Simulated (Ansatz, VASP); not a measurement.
One calculation of WS2, two programs

```
W S
1.0
     3.14578    0.00000    0.00000
    -1.57289    2.72432    0.00000
     0.00000    0.00000   16.95342
W S
1 2
Cartesian
  0.0849 1.7314 0.0000
  1.5729 0.9081 15.3865
  1.5729 0.9081 1.5669
```

Alike in both runs: task single point; functional PBEsol; k mesh 12 × 12 × 2; occupations gaussian, width 0.05 eV; no spin polarisation.

|  | VASP | Ansatz |
| --- | --- | --- |
| version | VASP 6.6.1 | Ansatz 0.2.0 |
| potentials or method | VASP PAW PBE potentials, release 64 (W_sv, S), cutoff 520 eV | scalar-relativistic, plane waves, PAW |
| valence electrons in the cell | 26 | 26 |

Ansatz gave:

```
gap on the k mesh at the Fermi level (eV) : 1.84
least direct gap on the mesh (eV)         : 1.92
rms of the force components (eV/Å)        : 1.097
```

Problem. Estimate VASP's values.

Solution. gap on the k mesh at the Fermi level (eV): 1.84; least direct gap on the mesh (eV): 1.92; rms of the force components (eV/Å): 1.099.

VASP's potentials were made for PBE, not for PBEsol. Atom by atom the forces differ by 0.010 eV/Å (rms over components). The functional is the same, so the differences come from potentials, cutoffs and numerics.

Neither program's run includes spin-orbit coupling.
